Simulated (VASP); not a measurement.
# Ba (P6_3/mmc) in VASP: single point with PBE

Aim: the single point of Ba with PBE.

Everything below comes from runs of VASP 6.6.1. Logs are shortened: lines on timing, memory, paths and dates and some standing lists are left out, and cuts for length are marked.

### Step 1. The cell of the first run

It takes space group P6_3/mmc (No. 194, hexagonal). Conventional cell: a = 4.469 Å, b = 4.469 Å, c = 7.341 Å, α = 90.00°, β = 90.00°, γ = 120.00°. Within 5.9 Å of Ba (site symmetry -6m2) lie 12 Ba at 4.47 to 4.49 Å.

### Step 2. Single point, PBE

The input, INCAR:

```
PREC = Accurate ; ENCUT = 520
EDIFF = 1E-6 ; ISMEAR = -1
SIGMA = 0.05 ; LREAL = False
LASPH = True ; NELM = 80
ALGO = Normal ; ISIF = 2
LWAVE = False ; LCHARG = True
GGA = PE ; LELF = True
LVHAR = True ; NBANDS = 17
```

The input, KPOINTS:

```
regular mesh
0
Gamma
  11 11 6
```

The input, POSCAR:

```
Ba
1.0
    4.4688438512      0.0000000000      0.0000000000
   -2.2344219256      3.8701323007      0.0000000000
    0.0000000000      0.0000000000      7.3410155688
Ba
2
Direct
    0.3333333333      0.6666666667      0.2500000000
    0.6666666667      0.3333333333      0.7500000000
```

Potentials or basis: VASP PAW PBE potentials, release 64 (Ba_sv).

On the command line:

```bash
cat potpaw_PBE.64/Ba_sv/POTCAR > POTCAR
mpirun -np 1 vasp_std > vasp.out
```

OUTCAR:

```text
PREC = Accurate
   ENCUT = 520
   EDIFF = 1E-6
   ISMEAR = -1
   LREAL = False
   LASPH = True
   NELM = 80
   ISIF = 2
   GGA = PE

 ion  position               nearest neighbor table
   1  0.333  0.667  0.250-   2 4.49   2 4.49   2 4.49   2 4.49   2 4.49   2 4.49
   2  0.667  0.333  0.750-   1 4.49   1 4.49   1 4.49   1 4.49   1 4.49   1 4.49

  LATTYP: Found a hexagonal cell.
 ALAT       =     4.4688438512
 C/A-ratio  =     1.6427102430

  Lattice vectors:

 A1 = (   4.4688438512,   0.0000000000,   0.0000000000)
 A2 = (  -2.2344219256,   3.8701323007,   0.0000000000)
 A3 = (   0.0000000000,   0.0000000000,   7.3410155688)

Analysis of symmetry for initial positions (statically):
=====================================================================
 Subroutine PRICEL returns:
 Original cell was already a primitive cell.

 Routine SETGRP: Setting up the symmetry group for a
 hexagonal supercell.

 Subroutine GETGRP returns: Found 24 space group operations
 (whereof 12 operations were pure point group operations)
 out of a pool of 24 trial point group operations.

The static configuration has the point symmetry D_3d.
 The point group associated with its full space group is D_6h.

Analysis of symmetry for dynamics (positions and initial velocities):
=====================================================================
 Subroutine PRICEL returns:
 Original cell was already a primitive cell.

 Routine SETGRP: Setting up the symmetry group for a
 hexagonal supercell.

 Subroutine GETGRP returns: Found 24 space group operations
 (whereof 12 operations were pure point group operations)
 out of a pool of 24 trial point group operations.

The dynamic configuration has the point symmetry D_3d.
 The point group associated with its full space group is D_6h.

 Subroutine INISYM returns: Found 24 space group operations
 (whereof 12 operations are pure point group operations),
 and found     1 'primitive' translations

----------------------------------------------------------------------------------------

                                     Primitive cell

  volume of cell :     126.9630

  direct lattice vectors                    reciprocal lattice vectors
     4.468843851  0.000000000  0.000000000     0.223771524  0.129194550  0.000000000
    -2.234421926  3.870132301  0.000000000     0.000000000  0.258389099  0.000000000
     0.000000000  0.000000000  7.341015569     0.000000000  0.000000000  0.136220934

  length of vectors
     4.468843851  4.468843851  7.341015569     0.258389099  0.258389099  0.136220934

  position of ions in fractional coordinates (direct lattice)
     0.333333333  0.666666667  0.250000000
     0.666666667  0.333333333  0.750000000

  ion indices of the primitive-cell ions
   primitive index   ion index
                 1           1
                 2           2

----------------------------------------------------------------------------------------

 KPOINTS: regular mesh

Automatic generation of k-mesh.
 Grid dimensions read from file:
 generate k-points for:   11   11    6

 Generating k-lattice:

  Cartesian coordinates                     Fractional coordinates (reciprocal lattice)
     0.020342866  0.011744959  0.000000000     0.090909091  0.000000000  0.000000000
     0.000000000  0.023489918  0.000000000     0.000000000  0.090909091  0.000000000
     0.000000000  0.000000000  0.022703489     0.000000000  0.000000000  0.166666667

  Length of vectors
     0.023489918  0.023489918  0.022703489

  Shift w.r.t. Gamma in fractional coordinates (k-lattice)
     0.000000000  0.000000000  0.000000000

 Subroutine IBZKPT returns following result:
 ===========================================

 Found     64 irreducible k-points:

 Following reciprocal coordinates:
            Coordinates               Weight
  0.000000  0.000000  0.000000      1.000000
  0.090909  0.000000  0.000000      6.000000
  0.181818  0.000000  0.000000      6.000000
  0.272727  0.000000  0.000000      6.000000
  0.363636  0.000000  0.000000      6.000000
  0.454545  0.000000  0.000000      6.000000
[... 16 lines left out ...]
  0.090909  0.090909  0.166667     12.000000
  0.181818  0.090909  0.166667     24.000000
 [... further k-points ...]
   k-points           NKPTS =     64   k-points in BZ     NKDIM =     64   number of bands    NBANDS=     17
   number of dos      NEDOS =    301   number of ions     NIONS =      2
   total plane-waves  NPLWV =  72576
   dimension x,y,z NGX =    36 NGY =   36 NGZ =   56
   dimension x,y,z NGXF=    72 NGYF=   72 NGZF=  112
   ions per type =               2
   NGX,Y,Z   is equivalent  to a cutoff of  13.39, 13.39, 12.68 a.u.
   NGXF,Y,Z  is equivalent  to a cutoff of  26.78, 26.78, 25.36 a.u.
 SYSTEM =  unknown system
   PREC   = accura    normal or accurate (medium, high low for compatibility)
   ISTART =      0    job   : 0-new  1-cont  2-samecut
   ICHARG =      2    charge: 1-file 2-atom 10-const
   ISPIN  =      1    spin polarized calculation?
   LNONCOLLINEAR =      F non collinear calculations
   LSORBIT =      F    spin-orbit coupling
   LASPH  =      T    aspherical Exc in radial PAW
   ENCUT  =  520.0 eV  38.22 Ry    6.18 a.u.   8.31  8.31 13.65*2*pi/ulx,y,z
   NELM   =     80;   NELMIN=  2; NELMDL= -5     # of ELM steps
   EDIFF  = 0.1E-05   stopping-criterion for ELM
   LREAL  =      F    real-space projection
   EDIFFG = 0.1E-04   stopping-criterion for IOM
   NSW    =      0    number of steps for IOM
   IBRION =     -1    ionic relax: 0-MD 1-quasi-New 2-CG
   NFREE  =      0    steps in history (QN), initial steepest desc. (CG)
   ISIF   =      2    stress and relaxation
   ISYM   =      2    0-nonsym 1-usesym 2-fastsym
   POTIM  = 0.5000    time-step for ionic-motion
   TEBEG  =    0.0;   TEEND  =   0.0 temperature during run
   PSTRESS=    0.0 pullay stress
   NELECT =      20.0000    total number of electrons
   NUPDOWN=      -1.0000    fix difference up-down
   EMIN   =  10.00;   EMAX   =-10.00  energy-range for DOS
   EFERMI =   0.00;   METHOD = LEGACY
   ISMEAR =    -1;   SIGMA  =   0.05  broadening in eV -4-tet -1-fermi 0-gaus
   EFERMI_NEDOS =   21; number of points for ismear=-14 and -15
   IALGO  =     38    algorithm
   IMIX   =      4    mixing-type and parameters
     AMIX     =   0.40;   BMIX     =  1.00
     AMIX_MAG =   1.60;   BMIX_MAG =  1.00
  volume/ion in A,a.u.               =      63.48       428.39
  Fermi-wavevector in a.u.,A,eV,Ry     =   0.884150  1.670801 10.635955  0.781721
  Thomas-Fermi vector in A             =   2.005011
   LORBIT       =      0    0 simple, 1 ext, 2 COOP (PROOUT), +10 PAW based schemes
   GGA     = PE    functional components
   LHFCALC =     F    Hartree Fock is set to
   AEXX    =    0.0000 exact exchange contribution
   IVDW    =     0    specifies the selected vdW correction
   LEPSILON=     F    determine dielectric tensor
   LRPA    =     F    only Hartree local field effects (RPA)
 non-spin polarized calculation
  energy-cutoff  :      520.00
  volume of cell :      126.96
 maximum number of plane-waves:      3448
 NGX is ok and might be reduce to    36
   NGX = 17   NGY = 17   NGZ = 27

 number of electron      20.0000001 magnetization

 Free energy of the ion-electron system (eV)
  ---------------------------------------------------
  ext. energy  EPLUGINS =         0.00000000
  ---------------------------------------------------
  free energy    TOTEN  =        -3.80191859 eV

  energy without entropy =       -3.77578669  energy(sigma->0) =       -3.78885264

 E-fermi :   1.6433     XC(G=0):  -7.3831

 val. band max:        1.6358347276   @ k =   0.2727   0.1818   0.0000
 cond. band min:       1.6717248928   @ k =   0.4545   0.0000   0.1667
 fundamental gap:      0.0358901653
 Fermi energy:         1.6432576751

 k-point     1 :       0.0000    0.0000    0.0000
  band No.  band energies     occupation
      1     -27.2552      2.00000
      2     -27.2174      2.00000
      3     -12.6565      2.00000
      4     -12.2716      2.00000
      5     -12.2716      2.00000
      6     -12.2141      2.00000
[... 9 lines left out ...]
     16       3.8144      0.00000
     17       4.3515      0.00000

 k-point     2 :       0.0909    0.0000    0.0000
  band No.  band energies     occupation
      1     -27.2524      2.00000
      2     -27.2160      2.00000
      3     -12.6448      2.00000
      4     -12.3002      2.00000
      5     -12.2804      2.00000
      6     -12.2438      2.00000
[... 9 lines left out ...]
     16       3.9381      0.00000
     17       4.1485      0.00000

 k-point     3 :       0.1818    0.0000    0.0000
  band No.  band energies     occupation
      1     -27.2448      2.00000
      2     -27.2123      2.00000
      3     -12.6116      2.00000
      4     -12.3766      2.00000
      5     -12.3210      2.00000
      6     -12.3032      2.00000
[... 9 lines left out ...]
     16       3.9223      0.00000
     17       3.9238      0.00000

 k-point     4 :       0.2727    0.0000    0.0000
  band No.  band energies     occupation
      1     -27.2345      2.00000
      2     -27.2080      2.00000
      3     -12.5627      2.00000
      4     -12.4761      2.00000
      5     -12.4171      2.00000
      6     -12.3319      2.00000
[... 9 lines left out ...]
     16       4.3809      0.00000
     17       4.5040      0.00000
[... 343 lines left out ...]
      1     -27.2162      2.00000
      2     -27.2046      2.00000
      3     -12.6331      2.00000
      4     -12.5690      2.00000
      5     -12.4352      2.00000
      6     -12.3656      2.00000
[... 9 lines left out ...]
     16       5.6387      0.00000
     17       5.7601      0.00000

 k-point    23 :       0.0909    0.0909    0.1667
  band No.  band energies     occupation
      1     -27.2450      2.00000
      2     -27.2157      2.00000
      3     -12.6005      2.00000
      4     -12.3399      2.00000
      5     -12.3247      2.00000
      6     -12.2864      2.00000
[... 9 lines left out ...]
     16       3.9792      0.00000
     17       4.3103      0.00000

 k-point    24 :       0.1818    0.0909    0.1667
  band No.  band energies     occupation
      1     -27.2363      2.00000
      2     -27.2114      2.00000
      3     -12.5711      2.00000
      4     -12.4183      2.00000
      5     -12.3998      2.00000
      6     -12.3172      2.00000
[... 9 lines left out ...]
     16       4.1645      0.00000
     17       4.4484      0.00000

 [... further k-points ...]
[... 5 lines left out ...]
  --------------------------------------------------------------------------------------
  -------------------------------------------------------------------------------------
  Total        0.0393249      0.0393249      0.0388924      0.0000000      0.0000000      0.0000000
  in kB        0.4962503      0.4962503      0.4907923      0.0000000      0.0000000      0.0000000
  external PRESSURE =       0.4944310 kB  Pullay stress =       0.0000000 kB

 VOLUME and BASIS-vectors are now :
 -----------------------------------------------------------------------------
  energy-cutoff  :      520.00
  volume of cell :      126.96
      direct lattice vectors                 reciprocal lattice vectors
     4.468843851  0.000000000  0.000000000     0.223771524  0.129194550  0.000000000
    -2.234421926  3.870132301  0.000000000     0.000000000  0.258389099  0.000000000
     0.000000000  0.000000000  7.341015569     0.000000000  0.000000000  0.136220934

 POSITION                                       TOTAL-FORCE (eV/Angst)
 -----------------------------------------------------------------------------------
     -0.00000      2.58009      1.83525         0.000000      0.000000      0.000000
      2.23442      1.29004      5.50576        -0.000000     -0.000000      0.000000
 -----------------------------------------------------------------------------------
    total drift:                               -0.000000      0.000000     -0.000000

  FREE ENERGIE OF THE ION-ELECTRON SYSTEM (eV)
  ---------------------------------------------------
  free  energy   TOTEN  =        -3.8019185900 eV

  energy  without entropy=       -3.7757866883  energy(sigma->0) =       -3.78885264
```

It took 94 s on 1 thread of Intel Xeon Platinum 8375C at 2.90GHz (Ice Lake), shared host; peak memory 0.31 GiB.

Results:

```yaml
Free_energy: -3.8019 eV
Pressure: 0.0 GPa
Band_gap_on_the_k_mesh: zero (band 10 reaches 1.79 eV, above the bottom of band 11 at 1.47 eV)
```

Levels at points of the mesh, in eV from the Fermi level:
```tsv
k point	band 8	band 9	band 10	band 11	band 12	band 13
(0.00, 0.00, 0.00)	-13.86	-2.77	-0.96	1.03	1.72	1.76
(0.00, 0.00, 0.50)	-13.89	-1.83	-1.83	1.01	1.01	1.75
```

Caveat: spin-orbit coupling is left out, which moves the levels of the heavy elements.
